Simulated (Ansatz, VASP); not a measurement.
## AgBr: VASP beside Ansatz

```
CELL_PARAMETERS angstrom
0.00000 2.89273 2.89273
2.89273 0.00000 2.89273
2.89273 2.89273 0.00000
ATOMIC_POSITIONS crystal
Ag 0.00000 0.00000 0.00000
Br 0.50000 0.50000 0.50000
```

Alike in both runs: task single point; functional r2SCAN; k mesh 6 × 6 × 6; no spin polarisation.

```csv
,VASP,Ansatz
version,VASP 6.6.1,Ansatz 0.2.0
potentials or method,"VASP PAW PBE potentials, release 64 (Ag, Br)","plane waves, PAW"
plane-wave cutoff (eV),550,500
occupations,"gaussian, width 0.01 eV",fixed
valence electrons in the cell,18,26
```

|  | VASP | Ansatz | Ansatz less VASP |
| --- | --- | --- | --- |
| gap on the k mesh at the Fermi level (eV) | 1.25 | 1.29 | +0.047 |
| pressure (GPa) | -0.1 | 0.0 | +0.05 |

VASP's potentials were made for PBE, not for r2SCAN. VASP's potentials hold 18 valence electrons a cell and Ansatz's 26, so a difference there can come from the potentials and not from the codes.
